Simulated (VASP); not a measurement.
# Ir (Im-3m) in VASP: single point with LDA

Aim: the single point of Ir with LDA.

All numbers are computed with VASP 6.6.1; they aren't measurements. Logs are shortened: lines on timing, memory, paths and dates and some standing lists are left out, and cuts for length are marked.

## (1) The cell of the first run

Symmetry: Im-3m, No. 229, cubic system. The conventional cell has a = 3.063 Å, b = 3.063 Å, c = 3.063 Å, α = 90.00°, β = 90.00°, γ = 90.00°. Ir (site symmetry m-3m) has 14 Ir at 2.65 to 3.06 Å within 3.5 Å.

## (2) Single point, LDA

INCAR reads:

```
ALGO = Normal
EDIFF = 1E-6
ENCUT = 520
ISIF = 2
ISMEAR = -1
LASPH = T
LCHARG = F
LREAL = F
LWAVE = F
NBANDS = 10
NELM = 60
PREC = Accurate
SIGMA = 0.13605693000000002
```

KPOINTS reads:

```
k-points
0
Gamma
  15 15 15
```

POSCAR reads:

```
Ir
1.0
   -1.5313406166      1.5313406166      1.5313406166
    1.5313406166     -1.5313406166      1.5313406166
    1.5313406166      1.5313406166     -1.5313406166
Ir
1
Direct
    0.0000000000      0.0000000000      0.0000000000
```

Potentials or basis: VASP PAW LDA potentials, release 64 (Ir).

The run is started by

```console
$ cat potpaw_LDA.64/Ir/POTCAR > POTCAR
$ mpirun -np 1 vasp_std > vasp.out
```

OUTCAR:

```text
EDIFF = 1E-6
   ENCUT = 520
   ISIF = 2
   ISMEAR = -1
   LASPH = T
   LREAL = F
   NELM = 60
   PREC = Accurate

 ion  position               nearest neighbor table
   1  0.000  0.000  0.000-

  LATTYP: Found a body centered cubic cell.
 ALAT       =     3.0626812332

  Lattice vectors:

 A1 = (  -1.5313406166,   1.5313406166,   1.5313406166)
 A2 = (   1.5313406166,  -1.5313406166,   1.5313406166)
 A3 = (   1.5313406166,   1.5313406166,  -1.5313406166)

Analysis of symmetry for initial positions (statically):
=====================================================================
 Subroutine PRICEL returns:
 Original cell was already a primitive cell.

 Routine SETGRP: Setting up the symmetry group for a
 body centered cubic supercell.

 Subroutine GETGRP returns: Found 48 space group operations
 (whereof 48 operations were pure point group operations)
 out of a pool of 48 trial point group operations.

The static configuration has the point symmetry O_h .

Analysis of symmetry for dynamics (positions and initial velocities):
=====================================================================
 Subroutine PRICEL returns:
 Original cell was already a primitive cell.

 Routine SETGRP: Setting up the symmetry group for a
 body centered cubic supercell.

 Subroutine GETGRP returns: Found 48 space group operations
 (whereof 48 operations were pure point group operations)
 out of a pool of 48 trial point group operations.

The dynamic configuration has the point symmetry O_h .

 Subroutine INISYM returns: Found 48 space group operations
 (whereof 48 operations are pure point group operations),
 and found     1 'primitive' translations

----------------------------------------------------------------------------------------

                                     Primitive cell

  volume of cell :      14.3640

  direct lattice vectors                    reciprocal lattice vectors
    -1.531340617  1.531340617  1.531340617     0.000000000  0.326511290  0.326511290
     1.531340617 -1.531340617  1.531340617     0.326511290  0.000000000  0.326511290
     1.531340617  1.531340617 -1.531340617     0.326511290  0.326511290  0.000000000

  length of vectors
     2.652359752  2.652359752  2.652359752     0.461756694  0.461756694  0.461756694

  position of ions in fractional coordinates (direct lattice)
     0.000000000  0.000000000  0.000000000

  ion indices of the primitive-cell ions
   primitive index   ion index
                 1           1

----------------------------------------------------------------------------------------

 KPOINTS: k-points

Automatic generation of k-mesh.
 Grid dimensions read from file:
 generate k-points for:   15   15   15

 Generating k-lattice:

  Cartesian coordinates                     Fractional coordinates (reciprocal lattice)
     0.000000000  0.021767419  0.021767419     0.066666667  0.000000000  0.000000000
     0.021767419  0.000000000  0.021767419     0.000000000  0.066666667  0.000000000
     0.021767419  0.021767419  0.000000000     0.000000000  0.000000000  0.066666667

  Length of vectors
     0.030783780  0.030783780  0.030783780

  Shift w.r.t. Gamma in fractional coordinates (k-lattice)
     0.000000000  0.000000000  0.000000000

 Subroutine IBZKPT returns following result:
 ===========================================

 Found    120 irreducible k-points:

 Following reciprocal coordinates:
            Coordinates               Weight
  0.000000  0.000000  0.000000      1.000000
  0.066667  0.000000  0.000000     12.000000
  0.133333  0.000000  0.000000     12.000000
  0.200000  0.000000  0.000000     12.000000
  0.266667  0.000000  0.000000     12.000000
  0.333333  0.000000  0.000000     12.000000
[... 16 lines left out ...]
  0.333333  0.200000  0.000000     48.000000
  0.400000  0.200000  0.000000     24.000000
 [... further k-points ...]
   k-points           NKPTS =    120   k-points in BZ     NKDIM =    120   number of bands    NBANDS=     10
   number of dos      NEDOS =    301   number of ions     NIONS =      1
   total plane-waves  NPLWV =   8000
   dimension x,y,z NGX =    20 NGY =   20 NGZ =   20
   dimension x,y,z NGXF=    40 NGYF=   40 NGZF=   40
   ions per type =               1
   NGX,Y,Z   is equivalent  to a cutoff of  12.54, 12.54, 12.54 a.u.
   NGXF,Y,Z  is equivalent  to a cutoff of  25.07, 25.07, 25.07 a.u.
 SYSTEM =  unknown system
   PREC   = accura    normal or accurate (medium, high low for compatibility)
   ISTART =      0    job   : 0-new  1-cont  2-samecut
   ICHARG =      2    charge: 1-file 2-atom 10-const
   ISPIN  =      1    spin polarized calculation?
   LNONCOLLINEAR =      F non collinear calculations
   LSORBIT =      F    spin-orbit coupling
   LASPH  =      T    aspherical Exc in radial PAW
   ENCUT  =  520.0 eV  38.22 Ry    6.18 a.u.   4.93  4.93  4.93*2*pi/ulx,y,z
   NELM   =     60;   NELMIN=  2; NELMDL= -5     # of ELM steps
   EDIFF  = 0.1E-05   stopping-criterion for ELM
   LREAL  =      F    real-space projection
   EDIFFG = 0.1E-04   stopping-criterion for IOM
   NSW    =      0    number of steps for IOM
   IBRION =     -1    ionic relax: 0-MD 1-quasi-New 2-CG
   NFREE  =      0    steps in history (QN), initial steepest desc. (CG)
   ISIF   =      2    stress and relaxation
   ISYM   =      2    0-nonsym 1-usesym 2-fastsym
   POTIM  = 0.5000    time-step for ionic-motion
   TEBEG  =    0.0;   TEEND  =   0.0 temperature during run
   PSTRESS=    0.0 pullay stress
   NELECT =       9.0000    total number of electrons
   NUPDOWN=      -1.0000    fix difference up-down
   EMIN   =  10.00;   EMAX   =-10.00  energy-range for DOS
   EFERMI =   0.00;   METHOD = LEGACY
   ISMEAR =    -1;   SIGMA  =   0.14  broadening in eV -4-tet -1-fermi 0-gaus
   EFERMI_NEDOS =   21; number of points for ismear=-14 and -15
   IALGO  =     38    algorithm
   IMIX   =      4    mixing-type and parameters
     AMIX     =   0.40;   BMIX     =  1.00
     AMIX_MAG =   1.60;   BMIX_MAG =  1.00
  volume/ion in A,a.u.               =      14.36        96.93
  Fermi-wavevector in a.u.,A,eV,Ry     =   1.400868  2.647257 26.700495  1.962431
  Thomas-Fermi vector in A             =   2.523786
   LORBIT       =      0    0 simple, 1 ext, 2 COOP (PROOUT), +10 PAW based schemes
   GGA     = CA    functional components
   LHFCALC =     F    Hartree Fock is set to
   AEXX    =    0.0000 exact exchange contribution
   IVDW    =     0    specifies the selected vdW correction
   LEPSILON=     F    determine dielectric tensor
   LRPA    =     F    only Hartree local field effects (RPA)
 non-spin polarized calculation
  energy-cutoff  :      520.00
  volume of cell :       14.36
 maximum number of plane-waves:       402
   NGX =  9   NGY =  9   NGZ =  9

 number of electron       8.9999999 magnetization

 Free energy of the ion-electron system (eV)
  ---------------------------------------------------
  ext. energy  EPLUGINS =         0.00000000
  ---------------------------------------------------
  free energy    TOTEN  =        -9.70727516 eV

  energy without entropy =       -9.58371589  energy(sigma->0) =       -9.64549552

 E-fermi :   9.8139     XC(G=0): -14.0385

 val. band max:        9.8103029471   @ k =   0.3333   0.1333   0.0667
 cond. band min:       9.8150271418   @ k =   0.2667   0.2667   0.0667
 fundamental gap:      0.0047241946
 Fermi energy:         9.8139235673

 k-point     1 :       0.0000    0.0000    0.0000
  band No.  band energies     occupation
      1      -0.8964      2.00000
      2       6.1247      2.00000
      3       6.1247      2.00000
      4       6.1247      2.00000
      5       9.2555      1.96755
      6       9.2555      1.96755
      7      26.7505      0.00000
      8      26.7505      0.00000
      9      26.7505      0.00000
     10      37.9030      0.00000

 k-point     2 :       0.0667    0.0000    0.0000
  band No.  band energies     occupation
      1      -0.6903      2.00000
      2       6.0287      2.00000
      3       6.1187      2.00000
      4       6.3082      2.00000
      5       9.1228      1.98763
      6       9.2618      1.96602
      7      26.8746      0.00000
      8      27.0416      0.00000
      9      27.0751      0.00000
     10      35.9924      0.00000

 k-point     3 :       0.1333    0.0000    0.0000
  band No.  band energies     occupation
      1      -0.1017      2.00000
      2       5.7670      2.00000
      3       6.0775      2.00000
      4       6.8482      2.00000
      5       8.8487      1.99834
      6       9.2867      1.95933
      7      27.0678      0.00000
      8      27.5623      0.00000
      9      28.0139      0.00000
     10      34.0074      0.00000

 k-point     4 :       0.2000    0.0000    0.0000
  band No.  band energies     occupation
      1       0.7592      2.00000
      2       5.4046      2.00000
      3       6.0003      2.00000
      4       7.7100      2.00000
      5       8.6813      1.99952
      6       9.3426      1.93931
      7      26.7717      0.00000
      8      27.1343      0.00000
      9      29.4721      0.00000
     10      33.2750      0.00000
[... 222 lines left out ...]
 k-point    22 :       0.2667    0.2000   -0.0000
  band No.  band energies     occupation
      1       3.2380      2.00000
      2       4.7777      2.00000
      3       5.8776      2.00000
      4       8.7676      1.99909
      5       9.8398      0.90516
      6      12.8556      0.00000
      7      20.3974      0.00000
      8      23.8408      0.00000
      9      26.8362      0.00000
     10      31.7906      0.00000

 k-point    23 :       0.3333    0.2000    0.0000
  band No.  band energies     occupation
      1       3.2536      2.00000
      2       4.6583      2.00000
      3       6.5280      2.00000
      4       8.9889      1.99536
      5      10.0063      0.39112
      6      14.4466      0.00000
      7      18.2660      0.00000
      8      22.7206      0.00000
      9      26.3044      0.00000
     10      32.9174      0.00000

 k-point    24 :       0.4000    0.2000    0.0000
  band No.  band energies     occupation
      1       3.2264      2.00000
      2       4.6226      2.00000
      3       6.8081      2.00000
      4       9.0385      1.99332
      5      10.1758      0.13080
      6      15.4448      0.00000
      7      17.0543      0.00000
      8      22.2492      0.00000
      9      26.1271      0.00000
     10      34.0304      0.00000

 [... further k-points ...]
[... 5 lines left out ...]
  --------------------------------------------------------------------------------------
  -------------------------------------------------------------------------------------
  Total        0.1966308      0.1966308      0.1966308      0.0000000     -0.0000000     -0.0000000
  in kB       21.9324239     21.9324239     21.9324239      0.0000000     -0.0000000     -0.0000000
  external PRESSURE =      21.9324239 kB  Pullay stress =       0.0000000 kB

 VOLUME and BASIS-vectors are now :
 -----------------------------------------------------------------------------
  energy-cutoff  :      520.00
  volume of cell :       14.36
      direct lattice vectors                 reciprocal lattice vectors
    -1.531340617  1.531340617  1.531340617     0.000000000  0.326511290  0.326511290
     1.531340617 -1.531340617  1.531340617     0.326511290  0.000000000  0.326511290
     1.531340617  1.531340617 -1.531340617     0.326511290  0.326511290  0.000000000

 POSITION                                       TOTAL-FORCE (eV/Angst)
 -----------------------------------------------------------------------------------
      0.00000      0.00000      0.00000        -0.000000      0.000000      0.000000
 -----------------------------------------------------------------------------------
    total drift:                               -0.000000      0.000000      0.000000

  FREE ENERGIE OF THE ION-ELECTRON SYSTEM (eV)
  ---------------------------------------------------
  free  energy   TOTEN  =        -9.7072751631 eV

  energy  without entropy=       -9.5837158867  energy(sigma->0) =       -9.64549552
```

It took 11 s on 1 thread of AMD EPYC 7R13 (Zen 3), shared host; peak memory 0.1 GiB.

Results:

| Property | Result |
| --- | --- |
| Free energy | -9.7073 eV |
| Pressure | 2.2 GPa |

Levels at points of the mesh, in eV from the Fermi level:
```tsv
k point	band 2	band 3	band 4	band 5	band 6	band 7
(0.00, 0.00, 0.00)	-3.69	-3.69	-3.69	-0.56	-0.56	16.94
```

Caveat: spin-orbit coupling is left out, which moves the levels of the heavy elements.
